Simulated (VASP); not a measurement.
Input of a VASP 6.6.1 run:

File INCAR:

```
SYSTEM = BaTe
  ALGO = Normal
  EDIFF = 1E-6
  ENCUT = 520
  GGA = PE
  ISIF = 2
  ISMEAR = 0
  LASPH = .True.
  LCHARG = .False.
  LREAL = .False.
  LWAVE = .False.
  NBANDS = 15
  NELM = 80
  PREC = Accurate
  SIGMA = 0.05
```

KPOINTS

```
k-points
0
Gamma
  8 8 8
  0 0 0
```

The input POSCAR:

```
BaTe
1.0
    0.0000000000      3.9403656298      3.9403656298
    3.9403656298      0.0000000000      3.9403656298
    3.9403656298      3.9403656298      0.0000000000
Ba Te
1 1
Direct
    0.0000000000      0.0000000000      0.0000000000
    0.2500000000      0.2500000000      0.2500000000
```

Potentials or basis: VASP PAW PBE potentials, release 64 (Ba_sv, Te).

Command:

```console
$ cat potpaw_PBE.64/Ba_sv/POTCAR potpaw_PBE.64/Te/POTCAR > POTCAR
$ mpirun -np 1 vasp_std > vasp.out
```

Problem. Estimate the band gap on the k mesh.

Solution. 2.55 eV, indirect (least direct gap 2.92 eV).

Problem. Predict the pressure.

Solution. -0.2 GPa.

Caveat: spin-orbit coupling is left out, which moves the levels of the heavy elements. A k mesh can miss the band edges.
